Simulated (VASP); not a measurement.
Write the native input for VASP 6.6.1 that does the following.

| Item | Value |
| --- | --- |
| Task | single point |
| Functional | r2SCAN |
| Potentials or basis | VASP PAW PBE potentials, release 64 (Os_sv_GW) |
| Cutoff | 620 eV |
| k mesh | 13 × 13 × 7 |
| Occupations | gaussian, width 0.03 eV |
| Spin | no spin polarisation |
| Dipole correction | no |
| Further INCAR settings | ALGO = Normal; EDIFF = 1e-06; NBANDS = 23 |

Crystal: Os.

```xyz
2
Lattice="2.7394 0.0000 0.0000 -1.3697 2.3724 0.0000 0.0000 0.0000 4.3138" Properties=species:S:1:pos:R:3 pbc="T T T"
Os    0.0000    1.5816    1.0785
Os    1.3697    0.7908    3.2354
```

The input as run:

POSCAR

```
Os
1.0
    2.7393806551      0.0000000000      0.0000000000
   -1.3696903275      2.3723732379      0.0000000000
    0.0000000000      0.0000000000      4.3138178725
Os
2
Direct
    0.3333333333      0.6666666667      0.2500000000
    0.6666666667      0.3333333333      0.7500000000
```

INCAR.step1

```
SYSTEM = Os
  PREC = Accurate
  ENCUT = 620
  ISMEAR = 0
  SIGMA = 0.03
  LREAL = .FALSE.
  LASPH = .TRUE.
  NELM = 120
  NBANDS = 23
  GGA = PE
  ALGO = Normal
  EDIFF = 1E-5
  LWAVE = .TRUE.
  LCHARG = .FALSE.
  GGA_COMPAT = .FALSE.
```

INCAR.step2

```
SYSTEM = Os
  PREC = Accurate
  ENCUT = 620
  EDIFF = 1E-6
  ISMEAR = 0
  SIGMA = 0.03
  LREAL = .FALSE.
  LASPH = .TRUE.
  NELM = 120
  ALGO = Normal
  ISIF = 2
  LWAVE = .FALSE.
  LCHARG = .FALSE.
  METAGGA = R2SCAN
  LMIXTAU = .TRUE.
  NBANDS = 23
  ISTART = 1
  GGA_COMPAT = .FALSE.
```

KPOINTS

```
regular mesh
0
G
  13 13 7
  0 0 0
```

Potentials or basis: VASP PAW PBE potentials, release 64 (Os_sv_GW).

Launch:

```sh
$ cat potpaw_PBE.64/Os_sv_GW/POTCAR > POTCAR
$ cp INCAR.step1 INCAR
$ mpirun -np 1 vasp_std > vasp.out
$ cp INCAR.step2 INCAR
$ mpirun -np 1 vasp_std > vasp.out
```

Results of the run:

* Pressure: -1.0 GPa
* Band gap on the k mesh: zero (bands 16 and 17 overlap by 3.99 eV)

Caveat: the PAW data sets were made with another functional, which shifts forces and pressure a little; spin-orbit coupling is left out, which moves the levels of the heavy elements.

Run time: 4.4 min on 1 thread of Intel(R) Xeon(R) Platinum 8259CL CPU @ 2.50GHz (Skylake/Cascade Lake) (shared host), peak memory 0.21 GiB.
